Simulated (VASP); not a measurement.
Here is a VASP 6.6.1 calculation.

The input INCAR:

```
PREC = Accurate
ENCUT = 500
EDIFF = 1E-7
ISMEAR = -1
SIGMA = 0.05
LREAL = F
LASPH = T
NELM = 120
ALGO = Normal
ISIF = 3
LWAVE = F
LCHARG = F
GGA = PS
IBRION = 2
NSW = 100
EDIFFG = -0.002
GGA_COMPAT = F
NELMIN = 4
```

File KPOINTS:

```
Automatic mesh
0
Gamma
  10 10 10
```

POSCAR

```
Sb
1.0
    2.1542000000      1.2437279499      3.7580000000
   -2.1542000000      1.2437279499      3.7580000000
    0.0000000000     -2.4874558998      3.7580000000
Sb
2
Direct
    0.2334900000      0.2334900000      0.2334900000
    0.7665100000      0.7665100000      0.7665100000
```

Potentials or basis: VASP PAW PBE potentials, release 64 (Sb).

Run with:

```sh
$ cat potpaw_PBE.64/Sb/POTCAR > POTCAR
$ mpirun -np 1 vasp_std > vasp.out
```

Q: Estimate the band gap on the k mesh.

A: Zero (bands 5 and 6 overlap by 0.11 eV).

Q: Predict the space group after relaxing (to 0.1 Å).

A: R-3m (No. 166).

Q: What does it give for the relaxed cell?

A: a = 4.451 Å, b = 4.451 Å, c = 4.451 Å, α = 58.16°, β = 58.16°, γ = 58.16°.

Q: What does it give for the relaxed volume?

A: 29.87 Å³/atom.

Step by step:
```csv
step,energy change (eV),largest force (eV/Å),pressure (GPa),volume (Å³)
1,0.0000,0.1871,0.23,60.41
2,-0.0027,0.0708,-0.42,60.79
3,-0.0028,0.0464,-0.56,60.88
4,-0.0050,0.0261,-0.34,60.42
5,-0.0065,0.0027,0.02,59.74
6,-0.0065,0.0046,0.05,59.69
7,-0.0065,0.0083,-0.01,59.73
8,-0.0065,0.0102,-0.04,59.75
9,-0.0065,0.0019,0.01,59.70
10,-0.0065,0.0036,0.00,59.71
11,-0.0065,0.0039,0.00,59.71
12,-0.0065,0.0029,0.00,59.72
13,-0.0065,0.0000,0.00,59.73
```

Caveat: the PAW data sets were made with another functional, which shifts forces and pressure a little; spin-orbit coupling is left out, which moves the levels of the heavy elements.
